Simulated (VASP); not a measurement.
# Al (I4/mmm) in VASP: a series of runs

Runs on Al. Level: PBE. Tasks: single point.

All numbers are computed with VASP 6.6.1; they aren't measurements. Logs are shortened: lines on timing, memory, paths and dates and some standing lists are left out, and cuts for length are marked.

### 1 The cell of the first run

The structure is tetragonal, space group I4/mmm (No. 139). The conventional cell has a = 2.791 Å, b = 2.791 Å, c = 3.846 Å, α = 90.00°, β = 90.00°, γ = 90.00°. Within 3.6 Å of Al (site symmetry 4/mmm) lie 12 Al at 2.76 to 2.79 Å.

### 2 Single point, PBE (strain -0.025 along x and y, -0.050 along z)

INCAR reads:

```
SYSTEM = Al
PREC = Accurate ; ENCUT = 520
EDIFF = 1E-6 ; ISMEAR = 0
SIGMA = 0.15 ; LREAL = .False.
LASPH = .True. ; NELM = 100
ALGO = Fast ; ISIF = 2
LWAVE = .False. ; LCHARG = .False.
GGA = PE ; NBANDS = 8
```

KPOINTS reads:

```
regular mesh
0
Gamma
  20 20 20
  0 0 0
```

POSCAR reads:

```
Al
1.0
    0.0000000000      1.9733805000      1.9227810000
    1.9733805000      0.0000000000      1.9227810000
    1.9733805000      1.9733805000      0.0000000000
Al
1
Direct
    0.0000000000      0.0000000000      0.0000000000
```

Potentials or basis: VASP PAW PBE potentials, release 64 (Al).

On the command line:

```
cat potpaw_PBE.64/Al/POTCAR > POTCAR
mpirun -np 1 vasp_std > vasp.out
```

OUTCAR:

```text
SYSTEM = Al
   PREC = Accurate
   ENCUT = 520
   EDIFF = 1E-6
   ISMEAR = 0
   LREAL = .False.
   LASPH = .True.
   NELM = 100
   ISIF = 2
   GGA = PE

 ion  position               nearest neighbor table
   1  0.000  0.000  0.000-

  LATTYP: Found a body centered tetragonal cell.
 ALAT       =     2.7907814668
 C/A-ratio  =     1.3779516762

  Lattice vectors:

 A1 = (   0.0000000000,  -1.9733805000,  -1.9227810000)
 A2 = (   0.0000000000,   1.9733805000,  -1.9227810000)
 A3 = (   1.9733805000,   0.0000000000,   1.9227810000)

Analysis of symmetry for initial positions (statically):
=====================================================================
 Subroutine PRICEL returns:
 Original cell was already a primitive cell.

 Routine SETGRP: Setting up the symmetry group for a
 body centered tetragonal supercell.

 Subroutine GETGRP returns: Found 16 space group operations
 (whereof 16 operations were pure point group operations)
 out of a pool of 16 trial point group operations.

The static configuration has the point symmetry D_4h.

Analysis of symmetry for dynamics (positions and initial velocities):
=====================================================================
 Subroutine PRICEL returns:
 Original cell was already a primitive cell.

 Routine SETGRP: Setting up the symmetry group for a
 body centered tetragonal supercell.

 Subroutine GETGRP returns: Found 16 space group operations
 (whereof 16 operations were pure point group operations)
 out of a pool of 16 trial point group operations.

The dynamic configuration has the point symmetry D_4h.

 Subroutine INISYM returns: Found 16 space group operations
 (whereof 16 operations are pure point group operations),
 and found     1 'primitive' translations

----------------------------------------------------------------------------------------

                                     Primitive cell

  volume of cell :      14.9755

  direct lattice vectors                    reciprocal lattice vectors
     0.000000000  1.973380500  1.922781000    -0.253372322  0.253372322  0.260040015
     1.973380500  0.000000000  1.922781000     0.253372322 -0.253372322  0.260040015
     1.973380500  1.973380500  0.000000000     0.253372322  0.253372322 -0.260040015

  length of vectors
     2.755234540  2.755234540  2.790781467     0.442736803  0.442736803  0.442736803

  position of ions in fractional coordinates (direct lattice)
     0.000000000  0.000000000  0.000000000

  ion indices of the primitive-cell ions
   primitive index   ion index
                 1           1

----------------------------------------------------------------------------------------

 KPOINTS: regular mesh

Automatic generation of k-mesh.
 Grid dimensions read from file:
 generate k-points for:   20   20   20

 Generating k-lattice:

  Cartesian coordinates                     Fractional coordinates (reciprocal lattice)
    -0.012668616  0.012668616  0.013002001     0.050000000  0.000000000  0.000000000
     0.012668616 -0.012668616  0.013002001     0.000000000  0.050000000  0.000000000
     0.012668616  0.012668616 -0.013002001    -0.000000000 -0.000000000  0.050000000

  Length of vectors
     0.022136840  0.022136840  0.022136840

  Shift w.r.t. Gamma in fractional coordinates (k-lattice)
     0.000000000  0.000000000  0.000000000

 Subroutine IBZKPT returns following result:
 ===========================================

 Found    641 irreducible k-points:

 Following reciprocal coordinates:
            Coordinates               Weight
  0.000000  0.000000  0.000000      1.000000
  0.050000  0.000000  0.000000      8.000000
  0.100000 -0.000000  0.000000      8.000000
  0.150000  0.000000  0.000000      8.000000
  0.200000 -0.000000  0.000000      8.000000
  0.250000  0.000000  0.000000      8.000000
[... 16 lines left out ...]
 -0.400000  0.050000  0.000000      8.000000
 -0.350000  0.050000  0.000000      8.000000
 [... further k-points ...]
   k-points           NKPTS =    641   k-points in BZ     NKDIM =    641   number of bands    NBANDS=      8
   number of dos      NEDOS =    301   number of ions     NIONS =      1
   total plane-waves  NPLWV =   9600
   dimension x,y,z NGX =    20 NGY =   20 NGZ =   24
   dimension x,y,z NGXF=    40 NGYF=   40 NGZF=   48
   ions per type =               1
   NGX,Y,Z   is equivalent  to a cutoff of  12.07, 12.07, 14.30 a.u.
   NGXF,Y,Z  is equivalent  to a cutoff of  24.14, 24.14, 28.59 a.u.
 SYSTEM =  Al
   PREC   = accura    normal or accurate (medium, high low for compatibility)
   ISTART =      0    job   : 0-new  1-cont  2-samecut
   ICHARG =      2    charge: 1-file 2-atom 10-const
   ISPIN  =      1    spin polarized calculation?
   LNONCOLLINEAR =      F non collinear calculations
   LSORBIT =      F    spin-orbit coupling
   LASPH  =      T    aspherical Exc in radial PAW
   ENCUT  =  520.0 eV  38.22 Ry    6.18 a.u.   5.12  5.12  5.19*2*pi/ulx,y,z
   NELM   =    100;   NELMIN=  2; NELMDL= -5     # of ELM steps
   EDIFF  = 0.1E-05   stopping-criterion for ELM
   LREAL  =      F    real-space projection
   EDIFFG = 0.1E-04   stopping-criterion for IOM
   NSW    =      0    number of steps for IOM
   IBRION =     -1    ionic relax: 0-MD 1-quasi-New 2-CG
   NFREE  =      0    steps in history (QN), initial steepest desc. (CG)
   ISIF   =      2    stress and relaxation
   ISYM   =      2    0-nonsym 1-usesym 2-fastsym
   POTIM  = 0.5000    time-step for ionic-motion
   TEBEG  =    0.0;   TEEND  =   0.0 temperature during run
   PSTRESS=    0.0 pullay stress
   NELECT =       3.0000    total number of electrons
   NUPDOWN=      -1.0000    fix difference up-down
   EMIN   =  10.00;   EMAX   =-10.00  energy-range for DOS
   EFERMI =   0.00;   METHOD = LEGACY
   ISMEAR =     0;   SIGMA  =   0.15  broadening in eV -4-tet -1-fermi 0-gaus
   EFERMI_NEDOS =   21; number of points for ismear=-14 and -15
   IALGO  =     68    algorithm
   IMIX   =      4    mixing-type and parameters
     AMIX     =   0.40;   BMIX     =  1.00
     AMIX_MAG =   1.60;   BMIX_MAG =  1.00
  volume/ion in A,a.u.               =      14.98       101.06
  Fermi-wavevector in a.u.,A,eV,Ry     =   0.957903  1.810174 12.484402  0.917578
  Thomas-Fermi vector in A             =   2.086962
   LORBIT       =      0    0 simple, 1 ext, 2 COOP (PROOUT), +10 PAW based schemes
   GGA     = PE    functional components
   LHFCALC =     F    Hartree Fock is set to
   AEXX    =    0.0000 exact exchange contribution
   IVDW    =     0    specifies the selected vdW correction
   LEPSILON=     F    determine dielectric tensor
   LRPA    =     F    only Hartree local field effects (RPA)
 non-spin polarized calculation
 RMM-DIIS sequential band-by-band and
 Gauss-broadening in eV      SIGMA  =   0.15
  energy-cutoff  :      520.00
  volume of cell :       14.98
 maximum number of plane-waves:       423
   NGX = 11   NGY = 11   NGZ = 11

 number of electron       3.0000000 magnetization

 Free energy of the ion-electron system (eV)
  ---------------------------------------------------
  ext. energy  EPLUGINS =         0.00000000
  ---------------------------------------------------
  free energy    TOTEN  =        -3.70699951 eV

  energy without entropy =       -3.70305513  energy(sigma->0) =       -3.70502732

 E-fermi :   9.0754     XC(G=0): -10.5527

 val. band max:        9.0752689012   @ k =  -0.2500   0.2500   0.1500
 cond. band min:       9.0758632780   @ k =  -0.3500   0.0000   0.3500
 fundamental gap:      0.0005943767
 Fermi energy:         9.0754440034

 k-point     1 :       0.0000    0.0000    0.0000
  band No.  band energies     occupation
      1      -2.7720      2.00000
      2      22.1313      0.00000
      3      22.1313      0.00000
      4      22.4262      0.00000
      5      24.4223      0.00000
      6      24.5151      0.00000
      7      24.5151      0.00000
      8      26.2473      0.00000

 k-point     2 :       0.0500    0.0000    0.0000
  band No.  band energies     occupation
      1      -2.6995      2.00000
      2      20.9578      0.00000
      3      21.9276      0.00000
      4      22.1444      0.00000
      5      24.7448      0.00000
      6      24.8338      0.00000
      7      24.8945      0.00000
      8      27.0638      0.00000

 k-point     3 :       0.1000   -0.0000    0.0000
  band No.  band energies     occupation
      1      -2.4823      2.00000
      2      18.9025      0.00000
      3      21.5106      0.00000
      4      21.7499      0.00000
      5      24.8851      0.00000
      6      25.4956      0.00000
      7      25.5771      0.00000
      8      27.6551      0.00000

 k-point     4 :       0.1500    0.0000    0.0000
  band No.  band energies     occupation
      1      -2.1210      2.00000
      2      16.7751      0.00000
      3      21.0878      0.00000
      4      21.3679      0.00000
      5      24.7038      0.00000
      6      26.1396      0.00000
      7      26.3695      0.00000
      8      27.0220      0.00000

 k-point     5 :       0.2000   -0.0000    0.0000
  band No.  band energies     occupation
      1      -1.6170      2.00000
      2      14.6932      0.00000
      3      20.7354      0.00000
      4      21.0620      0.00000
      5      24.4999      0.00000
      6      25.3027      0.00000
      7      26.1383      0.00000
      8      27.7776      0.00000

 k-point     6 :       0.2500    0.0000    0.0000
  band No.  band energies     occupation
      1      -0.9719      2.00000
      2      12.6928      0.00000
      3      20.4793      0.00000
      4      20.8544      0.00000
      5      24.3236      0.00000
      6      24.3387      0.00000
      7      25.1613      0.00000
      8      28.9874      0.00000

 k-point     7 :       0.3000    0.0000    0.0000
  band No.  band energies     occupation
      1      -0.1878      2.00000
      2      10.7906      0.00000
      3      20.3298      0.00000
      4      20.7535      0.00000
      5      23.4267      0.00000
      6      24.1233      0.00000
      7      24.3788      0.00000
      8      28.1981      0.00000
[... 133 lines left out ...]
 k-point    20 :       0.4500    0.0500    0.0000
  band No.  band energies     occupation
      1       2.6488      2.00000
      2       6.2916      2.00000
      3      19.4447      0.00000
      4      20.6361      0.00000
      5      21.3727      0.00000
      6      22.7308      0.00000
      7      25.8238      0.00000
      8      26.4162      0.00000

 k-point    21 :       0.5000    0.0500    0.0000
  band No.  band energies     occupation
      1       3.8791      2.00000
      2       4.8581      2.00000
      3      19.7247      0.00000
      4      20.2361      0.00000
      5      21.5256      0.00000
      6      22.2570      0.00000
      7      25.6858      0.00000
      8      26.4139      0.00000

 k-point    22 :      -0.4500    0.0500    0.0000
  band No.  band energies     occupation
      1       3.4119      2.00000
      2       5.3726      2.00000
      3      19.8423      0.00000
      4      20.1232      0.00000
      5      21.9035      0.00000
      6      21.9146      0.00000
      7      25.3021      0.00000
      8      26.8960      0.00000

 k-point    23 :      -0.4000    0.0500    0.0000
  band No.  band energies     occupation
      1       2.2014      2.00000
      2       6.8808      2.00000
      3      19.5452      0.00000
      4      20.6343      0.00000
      5      21.6763      0.00000
      6      22.4470      0.00000
      7      25.0116      0.00000
      8      27.5238      0.00000

 k-point    24 :      -0.3500    0.0500    0.0000
  band No.  band energies     occupation
      1       1.1088      2.00000
      2       8.5206      2.00000
      3      19.3612      0.00000
      4      21.2027      0.00000
      5      21.6290      0.00000
      6      23.1001      0.00000
      7      24.8451      0.00000
      8      28.2570      0.00000

 [... further k-points ...]

------------------------ aborting loop because EDIFF is reached ----------------------------------------

  FORCE on cell =-STRESS in cart. coord.  units (eV):
  Direction    XX          YY          ZZ          XY          YZ          ZX
  --------------------------------------------------------------------------------------
  -------------------------------------------------------------------------------------
  Total        0.8236021      0.8236021      0.9636376      0.0000000      0.0000000      0.0000000
  in kB       88.1143289     88.1143289    103.0962418      0.0000000      0.0000000      0.0000000
  external PRESSURE =      93.1082998 kB  Pullay stress =       0.0000000 kB

 VOLUME and BASIS-vectors are now :
 -----------------------------------------------------------------------------
  energy-cutoff  :      520.00
  volume of cell :       14.98
      direct lattice vectors                 reciprocal lattice vectors
     0.000000000  1.973380500  1.922781000    -0.253372322  0.253372322  0.260040015
     1.973380500  0.000000000  1.922781000     0.253372322 -0.253372322  0.260040015
     1.973380500  1.973380500  0.000000000     0.253372322  0.253372322 -0.260040015

 POSITION                                       TOTAL-FORCE (eV/Angst)
 -----------------------------------------------------------------------------------
      0.00000      0.00000      0.00000         0.000000      0.000000      0.000000
 -----------------------------------------------------------------------------------
    total drift:                                0.000000     -0.000000     -0.000000

  FREE ENERGIE OF THE ION-ELECTRON SYSTEM (eV)
  ---------------------------------------------------
  free  energy   TOTEN  =        -3.7069995136 eV

  energy  without entropy=       -3.7030551268  energy(sigma->0) =       -3.70502732
```

Run time: 76 s. Hardware: 1 thread of Intel Xeon 8259CL, shared host; peak memory 0.18 GiB.

What came out:

```
Free energy            : -3.7070 eV
Pressure               : 9.3 GPa
Band gap on the k mesh : zero (an odd number of electrons rules out a gap without spin polarisation)
```

Stress tensor (GPa, compression positive):
```
 8.81  0.00  0.00
 0.00  8.81  0.00
 0.00  0.00 10.31
```

Caveat: the cell differs from its parent crystal (strain -0.025 along x and y, -0.050 along z); the cell stands under pressure.

### 3 Single point, PBE (strain -0.050 along x and y, +0.025 along z)

INCAR reads:

```
PREC = Accurate
ENCUT = 520
EDIFF = 1E-6
ISMEAR = 0
SIGMA = 0.15
LREAL = False
LASPH = True
NELM = 80
ALGO = Normal
ISIF = 2
LWAVE = False
LCHARG = False
GGA = PE
NBANDS = 8
```

KPOINTS reads:

```
Automatic mesh
0
Gamma
  20 20 20
```

POSCAR reads:

```
Al
1.0
    0.0000000000      1.9227810000      2.0745795000
    1.9227810000      0.0000000000      2.0745795000
    1.9227810000      1.9227810000      0.0000000000
Al
1
Direct
    0.0000000000      0.0000000000      0.0000000000
```

Potentials or basis: VASP PAW PBE potentials, release 64 (Al).

On the command line:

```
cat potpaw_PBE.64/Al/POTCAR > POTCAR
mpirun -np 1 vasp_std > vasp.out
```

Wall time 67 s (1 thread of Intel Xeon 8259CL, shared host); peak memory 0.18 GiB.

Results (log left out):

| Property | Result |
| --- | --- |
| Free energy | -3.7118 eV |
| Pressure | 7.1 GPa |
| Band gap on the k mesh | zero (an odd number of electrons rules out a gap without spin polarisation) |

Stress tensor (GPa, compression positive):
```
9.36 0.00 0.00
0.00 9.36 0.00
0.00 0.00 2.62
```

Levels at points of the mesh, in eV from the Fermi level:
```csv
k point,band 1,band 2,band 3,band 4,band 5
"(0.00, 0.00, 0.00)",-11.62,12.54,13.43,13.43,15.08
"(0.50, 0.00, 0.00)",-4.85,-4.43,10.81,10.95,12.76
"(0.50, 0.50, 0.00)",-3.79,-2.64,5.93,6.99,6.99
"(0.50, 0.00, 0.50)",-2.67,-1.06,5.07,5.27,5.82
```

Caveat: the cell differs from its parent crystal (strain -0.050 along x and y, +0.025 along z); the cell stands under pressure.

### 4 Single point, PBE (strain -0.025 along x and y, +0.000 along z)

INCAR reads:

```
SYSTEM = Al
ALGO = Fast
EDIFF = 1E-6
ENCUT = 520
GGA = PE
ISIF = 2
ISMEAR = 0
LASPH = .True.
LCHARG = .False.
LREAL = .False.
LWAVE = .False.
NBANDS = 8
NELM = 100
PREC = Accurate
SIGMA = 0.15
```

KPOINTS reads:

```
k-points
0
Gamma
  20 20 20
  0 0 0
```

POSCAR reads:

```
Al
1.0
    0.0000000000      1.9733805000      2.0239800000
    1.9733805000      0.0000000000      2.0239800000
    1.9733805000      1.9733805000      0.0000000000
Al
1
Direct
    0.0000000000      0.0000000000      0.0000000000
```

On the command line:

```
cat potpaw_PBE.64/Al/POTCAR > POTCAR
mpirun -np 1 vasp_std > vasp.out
```

Wall time 64 s (1 thread of Intel Xeon 8259CL, shared host); peak memory 0.19 GiB.

Results (log left out):

```yaml
Free_energy: -3.7386 eV
Pressure: 3.9 GPa
Band_gap_on_the_k_mesh: zero (an odd number of electrons rules out a gap without spin polarisation)
```

Stress tensor (GPa, compression positive):
```
4.34 0.00 0.00
0.00 4.34 0.00
0.00 0.00 2.90
```

Levels at points of the mesh, in eV from the Fermi level:
```
           k point  band 1  band 2  band 3  band 4  band 5  band 6
(0.00, 0.00, 0.00)  -11.49   12.66   12.94   12.94   14.66   14.66
(0.50, 0.00, 0.00)   -4.81   -4.48   11.32   11.50   11.93   12.20
(0.50, 0.50, 0.00)   -3.32   -2.00    5.43    6.10    6.10    9.79
(0.50, 0.00, 0.50)   -2.94   -1.47    5.14    5.53    5.71    9.32
```

Caveat: the cell differs from its parent crystal (strain -0.025 along x and y, +0.000 along z); the cell stands under pressure.

### 5 Single point, PBE (strain +0.000 along x and y, -0.025 along z)

INCAR reads:

```
SYSTEM = Al
PREC = Accurate ; ENCUT = 520
EDIFF = 1E-7 ; ISMEAR = 0
SIGMA = 0.15 ; LREAL = .False.
LASPH = .True. ; NELM = 80
ALGO = Normal ; ISIF = 2
LWAVE = .False. ; LCHARG = .False.
GGA = PE ; NBANDS = 8
```

KPOINTS reads:

```
regular mesh
0
Gamma
  20 20 20
  0 0 0
```

POSCAR reads:

```
Al
1.0
    0.0000000000      2.0239800000      1.9733805000
    2.0239800000      0.0000000000      1.9733805000
    2.0239800000      2.0239800000      0.0000000000
Al
1
Direct
    0.0000000000      0.0000000000      0.0000000000
```

On the command line:

```
cat potpaw_PBE.64/Al/POTCAR > POTCAR
mpirun -np 1 vasp_std > vasp.out
```

It took 82 s on 1 thread of Intel Xeon 8259CL, shared host; peak memory 0.19 GiB.

The run converged. Its results:

| Item | Value |
| --- | --- |
| Free energy | -3.7458 eV |
| Pressure | 1.6 GPa |
| Band gap on the k mesh | zero (an odd number of electrons rules out a gap without spin polarisation) |

Stress tensor (GPa, compression positive):
```
1.37 0.00 0.00
0.00 1.37 0.00
0.00 0.00 2.10
```

Levels at points of the mesh, in eV from the Fermi level:
```csv
k point,band 1,band 2,band 3,band 4
"(0.00, 0.00, 0.00)",-11.31,12.62,12.62,12.89
"(0.50, 0.00, 0.00)",-4.70,-4.43,11.24,11.29
"(0.50, 0.50, 0.00)",-2.75,-1.28,5.04,5.35
"(0.50, 0.00, 0.50)",-3.13,-1.81,5.34,5.74
```

Caveat: the cell differs from its parent crystal (strain +0.000 along x and y, -0.025 along z).

### 6 The runs side by side

```tsv
cell	gap on the mesh (eV)	pressure (GPa)
a = 2.755, b = 2.755, c = 2.791 Å, angles 59.6, 59.6, 60.9°, 1 atom	none	9.3
a = 2.829, b = 2.829, c = 2.719 Å, angles 61.3, 61.3, 57.5°, 1 atom	none	7.1
a = 2.827, b = 2.827, c = 2.791 Å, angles 60.4, 60.4, 59.2°, 1 atom	none	3.9
a = 2.827, b = 2.827, c = 2.862 Å, angles 59.6, 59.6, 60.8°, 1 atom	none	1.6
```

Alike in all rows: task single point; level PBE; potentials or basis VASP PAW PBE potentials, release 64 (Al); no spin polarisation; k mesh 20 × 20 × 20; cutoff (eV) 520; smearing gaussian 0.15 eV.

Caveats: the cell stands under pressure (at least some runs).

Absolute energies hang on the potentials; compare differences alone.
